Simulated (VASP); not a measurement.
A run of VASP 6.6.1 is set up as follows.

INCAR

```
ALGO     = Normal         # electronic algorithm
EDIFF    = 1E-6           # SCF threshold, eV
ENCUT    = 520            # plane-wave cutoff, eV
ISIF     = 2              # what is computed and relaxed
ISMEAR   = -1             # smearing method
LASPH    = True           # aspherical terms in the spheres
LCHARG   = True           # write CHGCAR
LELF     = True           # ELF
LREAL    = False          # projectors in reciprocal space
LVHAR    = True         
LWAVE    = False          # write WAVECAR
NBANDS   = 17             # bands
NELM     = 100            # most SCF steps
PREC     = Accurate       # precision mode
SIGMA    = 0.05           # smearing width, eV
```

File KPOINTS:

```
k-points
0
Gamma
  7 7 7
```

The input POSCAR:

```
PbS
1.0
    3.6042791765      0.0000000000      0.0000000000
    0.0000000000      3.6042791765      0.0000000000
    0.0000000000      0.0000000000      3.6042791765
Pb S
1 1
Direct
    0.0000000000      0.0000000000      0.0000000000
    0.5000000000      0.5000000000      0.5000000000
```

Potentials or basis: VASP PAW LDA potentials, release 64 (Pb_d, S).

Run with:

```bash
$ cat potpaw_LDA.64/Pb_d/POTCAR potpaw_LDA.64/S/POTCAR > POTCAR
$ mpirun -np 1 vasp_std > vasp.out
```

Task: Estimate the band gap on the k mesh.

Result: Zero (band 10 reaches 6.26 eV, above the bottom of band 11 at 6.16 eV).

Task: What does it give for the pressure?

Result: -3.4 GPa.

Caveat: spin-orbit coupling is left out, which moves the levels of the heavy elements.
